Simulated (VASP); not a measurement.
Crystal: SnSe2.

```
Sn Se
1.0
     3.81100    0.00000    0.00000
    -1.90550    3.30042    0.00000
     0.00000    0.00000    6.13600
Sn Se
1 2
Cartesian
  0.0000 0.0000 0.0000
  0.0000 2.2003 1.5279
  1.9055 1.1001 4.6081
```

* Program: VASP 6.6.1
* Task: relaxation of cell and atoms
* Functional: PBEsol
* Potentials or basis: VASP PAW PBE potentials, release 64 (Sn_d, Se)
* Cutoff: 600 eV
* k mesh: 6 × 6 × 4
* Occupations: gaussian, width 0.01 eV
* Spin: no spin polarisation

At the start: pressure 2.7 GPa; volume 25.73 Å³/atom.

Problem. Where does the relaxation end?

Solution. Over 24 steps the energy falls by 12.6 meV/atom and the volume is 25.94 Å³/atom (+0.8 %); space group P-3m1 (No. 164, to 0.1 Å) before and after.

The path:
```tsv
step	energy change (eV)	largest force (eV/Å)	pressure (GPa)	volume (Å³)
1	0.0000	0.6136	2.69	77.18
2	-0.0121	0.2839	-2.39	82.09
3	-0.0333	0.0933	-0.32	79.84
4	-0.0333	0.1025	-0.26	79.79
5	-0.0358	0.0612	-0.12	79.41
6	-0.0364	0.0341	-0.02	79.17
7	-0.0364	0.0288	0.00	79.12
8	-0.0364	0.0273	0.00	79.11
9	-0.0365	0.0184	-0.04	79.09
10	-0.0368	0.0074	-0.17	79.03
11	-0.0367	0.0579	-0.41	78.90
12	-0.0368	0.0274	-0.28	78.98
13	-0.0369	0.0272	-0.27	78.96
14	-0.0370	0.0267	-0.24	78.90
15	-0.0371	0.0250	-0.21	78.79
16	-0.0374	0.0218	-0.20	78.57
17	-0.0378	0.0149	-0.10	78.12
18	-0.0376	0.0018	0.12	77.23
19	-0.0379	0.0090	0.00	77.77
20	-0.0379	0.0092	-0.02	77.79
21	-0.0379	0.0056	0.01	77.80
22	-0.0379	0.0058	0.03	77.83
23	-0.0379	0.0005	0.02	77.82
24	-0.0379	0.0009	0.00	77.81
```

Final structure:
```xyz
3
Lattice="3.8233 0.0000 0.0000 -1.9116 3.3111 0.0000 0.0000 0.0000 6.1468" Properties=species:S:1:pos:R:3 pbc="T T T"
Sn    0.0000    0.0000    0.0000
Se    0.0000    2.2074    1.5856
Se    1.9116    1.1037    4.5611
```

Caveat: the PAW data sets were made with another functional, which shifts forces and pressure a little; this functional lacks dispersion, which binds the layers, so the pressure and a relaxed spacing across them are unreliable.
